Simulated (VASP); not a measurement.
# PbSe (Fm-3m) in VASP: a series of runs

The runs below take PbSe through single point, with PBE.

Program: VASP 6.6.1. These are calculated values, not measurements. Logs are shortened: lines on timing, memory, paths and dates and some standing lists are left out, and cuts for length are marked.

### Step 1. The cell of the first run

Symmetry: Fm-3m, No. 225, cubic system. The conventional cell has a = 6.205 Å, b = 6.205 Å, c = 6.205 Å, α = 90.00°, β = 90.00°, γ = 90.00°. Pb (site symmetry m-3m) has 6 Se at 3.10 Å within 4.1 Å. Se (site symmetry m-3m) has 6 Pb at 3.10 Å within 4.1 Å.

### Step 2. Single point, PBE (volume scaled by 1.04)

The input, INCAR:

```
PREC = Accurate
ENCUT = 520
EDIFF = 1E-7
ISMEAR = -1
SIGMA = 0.01
LREAL = F
LASPH = T
NELM = 100
ALGO = Normal
ISIF = 2
LWAVE = F
LCHARG = T
GGA = PE
LELF = T
LVHAR = T
NBANDS = 17
```

The input, KPOINTS:

```
regular mesh
0
Gamma
  9 9 9
```

The input, POSCAR:

```
PbSe
1.0
    0.0000000000      3.1024460684      3.1024460684
    3.1024460684      0.0000000000      3.1024460684
    3.1024460684      3.1024460684      0.0000000000
Pb Se
1 1
Direct
    0.0000000000      0.0000000000      0.0000000000
    0.5000000000      0.5000000000      0.5000000000
```

Potentials or basis: VASP PAW PBE potentials, release 64 (Pb_d, Se).

On the command line:

```
cat potpaw_PBE.64/Pb_d/POTCAR potpaw_PBE.64/Se/POTCAR > POTCAR
mpirun -np 1 vasp_std > vasp.out
```

OUTCAR:

```text
PREC = Accurate
   ENCUT = 520
   EDIFF = 1E-7
   ISMEAR = -1
   LREAL = F
   LASPH = T
   NELM = 100
   ISIF = 2
   GGA = PE

 ion  position               nearest neighbor table
   1  0.000  0.000  0.000-   2 3.10   2 3.10   2 3.10   2 3.10   2 3.10   2 3.10
   2  0.500  0.500  0.500-   1 3.10   1 3.10   1 3.10   1 3.10   1 3.10   1 3.10

  LATTYP: Found a face centered cubic cell.
 ALAT       =     6.2048921368

  Lattice vectors:

 A1 = (   0.0000000000,   3.1024460684,   3.1024460684)
 A2 = (   3.1024460684,   0.0000000000,   3.1024460684)
 A3 = (   3.1024460684,   3.1024460684,   0.0000000000)

Analysis of symmetry for initial positions (statically):
=====================================================================
 Subroutine PRICEL returns:
 Original cell was already a primitive cell.

 Routine SETGRP: Setting up the symmetry group for a
 face centered cubic supercell.

 Subroutine GETGRP returns: Found 48 space group operations
 (whereof 48 operations were pure point group operations)
 out of a pool of 48 trial point group operations.

The static configuration has the point symmetry O_h .

Analysis of symmetry for dynamics (positions and initial velocities):
=====================================================================
 Subroutine PRICEL returns:
 Original cell was already a primitive cell.

 Routine SETGRP: Setting up the symmetry group for a
 face centered cubic supercell.

 Subroutine GETGRP returns: Found 48 space group operations
 (whereof 48 operations were pure point group operations)
 out of a pool of 48 trial point group operations.

The dynamic configuration has the point symmetry O_h .

 Subroutine INISYM returns: Found 48 space group operations
 (whereof 48 operations are pure point group operations),
 and found     1 'primitive' translations

----------------------------------------------------------------------------------------

                                     Primitive cell

  volume of cell :      59.7232

  direct lattice vectors                    reciprocal lattice vectors
     0.000000000  3.102446068  3.102446068    -0.161163156  0.161163156  0.161163156
     3.102446068  0.000000000  3.102446068     0.161163156 -0.161163156  0.161163156
     3.102446068  3.102446068  0.000000000     0.161163156  0.161163156 -0.161163156

[... 73 lines left out ...]
 SYSTEM =  unknown system
   PREC   = accura    normal or accurate (medium, high low for compatibility)
   ISTART =      0    job   : 0-new  1-cont  2-samecut
   ICHARG =      2    charge: 1-file 2-atom 10-const
   ISPIN  =      1    spin polarized calculation?
   LNONCOLLINEAR =      F non collinear calculations
   LSORBIT =      F    spin-orbit coupling
   LASPH  =      T    aspherical Exc in radial PAW
   ENCUT  =  520.0 eV  38.22 Ry    6.18 a.u.   8.16  8.16  8.16*2*pi/ulx,y,z
   NELM   =    100;   NELMIN=  2; NELMDL= -5     # of ELM steps
   EDIFF  = 0.1E-06   stopping-criterion for ELM
   LREAL  =      F    real-space projection
   EDIFFG = 0.1E-05   stopping-criterion for IOM
   NSW    =      0    number of steps for IOM
   IBRION =     -1    ionic relax: 0-MD 1-quasi-New 2-CG
   NFREE  =      0    steps in history (QN), initial steepest desc. (CG)
   ISIF   =      2    stress and relaxation
   ISYM   =      2    0-nonsym 1-usesym 2-fastsym
   POTIM  = 0.5000    time-step for ionic-motion
   TEBEG  =    0.0;   TEEND  =   0.0 temperature during run
   PSTRESS=    0.0 pullay stress
   NELECT =      20.0000    total number of electrons
   NUPDOWN=      -1.0000    fix difference up-down
   EMIN   =  10.00;   EMAX   =-10.00  energy-range for DOS
   EFERMI =   0.00;   METHOD = LEGACY
   ISMEAR =    -1;   SIGMA  =   0.01  broadening in eV -4-tet -1-fermi 0-gaus
   EFERMI_NEDOS =   21; number of points for ismear=-14 and -15
   IALGO  =     38    algorithm
   IMIX   =      4    mixing-type and parameters
     AMIX     =   0.40;   BMIX     =  1.00
     AMIX_MAG =   1.60;   BMIX_MAG =  1.00
  volume/ion in A,a.u.               =      29.86       201.52
  Fermi-wavevector in a.u.,A,eV,Ry     =   1.136852  2.148339 17.584611  1.292432
  Thomas-Fermi vector in A             =   2.273557
   LORBIT       =      0    0 simple, 1 ext, 2 COOP (PROOUT), +10 PAW based schemes
   GGA     = PE    functional components
   LHFCALC =     F    Hartree Fock is set to
   AEXX    =    0.0000 exact exchange contribution
   IVDW    =     0    specifies the selected vdW correction
   LEPSILON=     F    determine dielectric tensor
   LRPA    =     F    only Hartree local field effects (RPA)
 non-spin polarized calculation
  energy-cutoff  :      520.00
  volume of cell :       59.72
 maximum number of plane-waves:      1639
 NGX is ok and might be reduce to    36
   NGX = 17   NGY = 17   NGZ = 17

 number of electron      20.0000002 magnetization

 Free energy of the ion-electron system (eV)
  ---------------------------------------------------
  ext. energy  EPLUGINS =         0.00000000
  ---------------------------------------------------
  free energy    TOTEN  =        -8.19820709 eV

  energy without entropy =       -8.19820709  energy(sigma->0) =       -8.19820709

 E-fermi :   4.6721     XC(G=0):  -9.3436

 val. band max:        4.4010860120   @ k =   0.4444   0.0000   0.0000
 cond. band min:       5.1518642679   @ k =   0.4444   0.0000   0.0000
 fundamental gap:      0.7507782560
 Fermi energy:         4.6721200879

 k-point     1 :       0.0000    0.0000    0.0000
  band No.  band energies     occupation
      1     -12.2010      2.00000
      2     -12.2010      2.00000
      3     -12.2010      2.00000
      4     -12.1951      2.00000
      5     -12.1951      2.00000
      6      -8.6829      2.00000
[... 457 lines left out ...]
      4     -12.1642      2.00000
      5     -12.1642      2.00000
      6      -7.4480      2.00000
[... 9 lines left out ...]
     16      15.7953      0.00000
     17      17.0973      0.00000

 [... further k-points ...]
[... 5 lines left out ...]
  --------------------------------------------------------------------------------------
  -------------------------------------------------------------------------------------
  Total        0.1003376      0.1003376      0.1003376      0.0000000     -0.0000000     -0.0000000
  in kB        2.6917303      2.6917303      2.6917303      0.0000000     -0.0000000     -0.0000000
  external PRESSURE =       2.6917303 kB  Pullay stress =       0.0000000 kB

 VOLUME and BASIS-vectors are now :
 -----------------------------------------------------------------------------
  energy-cutoff  :      520.00
  volume of cell :       59.72
      direct lattice vectors                 reciprocal lattice vectors
     0.000000000  3.102446068  3.102446068    -0.161163156  0.161163156  0.161163156
     3.102446068  0.000000000  3.102446068     0.161163156 -0.161163156  0.161163156
     3.102446068  3.102446068  0.000000000     0.161163156  0.161163156 -0.161163156

 POSITION                                       TOTAL-FORCE (eV/Angst)
 -----------------------------------------------------------------------------------
      0.00000      0.00000      0.00000         0.000000      0.000000      0.000000
      3.10245      3.10245      3.10245        -0.000000     -0.000000     -0.000000
 -----------------------------------------------------------------------------------
    total drift:                               -0.000000      0.000000      0.000000

  FREE ENERGIE OF THE ION-ELECTRON SYSTEM (eV)
  ---------------------------------------------------
  free  energy   TOTEN  =        -8.1982070904 eV

  energy  without entropy=       -8.1982070904  energy(sigma->0) =       -8.19820709
```

Run time: 90 s. Hardware: 1 thread of AMD EPYC 7R13, shared host; peak memory 0.19 GiB.

Results:

- Free energy: -8.1982 eV
- Pressure: 0.3 GPa

Levels at points of the mesh, in eV from the Fermi level:
```tsv
k point	band 7	band 8	band 9	band 10	band 11	band 12	band 13	band 14
(0.00, 0.00, 0.00)	-6.46	-1.79	-1.79	-1.79	4.52	4.52	4.52	6.51
```

Caveat: this odd mesh misses L, where the gap lies, so gap, dielectric constants and Born charges aren't listed; spin-orbit coupling is left out, which moves the levels of the heavy elements.

### Step 3. Single point, PBE (volume scaled by 1.06)

The input, INCAR:

```
SYSTEM = PbSe
  PREC = Accurate
  ENCUT = 520
  EDIFF = 1E-6
  ISMEAR = -1
  SIGMA = 0.01
  LREAL = .False.
  LASPH = .True.
  NELM = 80
  ALGO = Normal
  ISIF = 2
  LWAVE = .False.
  LCHARG = .True.
  GGA = PE
  LELF = .True.
  LVHAR = .True.
  NBANDS = 17
```

The input, KPOINTS:

```
Automatic mesh
0
Gamma
  9 9 9
  0 0 0
```

The input, POSCAR:

```
PbSe
1.0
    0.0000000000      3.1222074042      3.1222074042
    3.1222074042      0.0000000000      3.1222074042
    3.1222074042      3.1222074042      0.0000000000
Pb Se
1 1
Direct
    0.0000000000      0.0000000000      0.0000000000
    0.5000000000      0.5000000000      0.5000000000
```

Potentials or basis: VASP PAW PBE potentials, release 64 (Pb_d, Se).

On the command line:

```
cat potpaw_PBE.64/Pb_d/POTCAR potpaw_PBE.64/Se/POTCAR > POTCAR
mpirun -np 1 vasp_std > vasp.out
```

It took 80 s on 1 thread of AMD EPYC 7R13, shared host; peak memory 0.19 GiB.

It converged, with:

```
Free energy : -8.1972 eV
Pressure    : -0.6 GPa
```

Levels at points of the mesh, in eV from the Fermi level:
| k point | band 7 | band 8 | band 9 | band 10 | band 11 | band 12 | band 13 | band 14 |
| --- | --- | --- | --- | --- | --- | --- | --- | --- |
| (0.00, 0.00, 0.00) | -6.47 | -1.69 | -1.69 | -1.69 | 4.50 | 4.50 | 4.50 | 6.56 |

Caveat: this odd mesh misses L, where the gap lies, so gap, dielectric constants and Born charges aren't listed; spin-orbit coupling is left out, which moves the levels of the heavy elements.
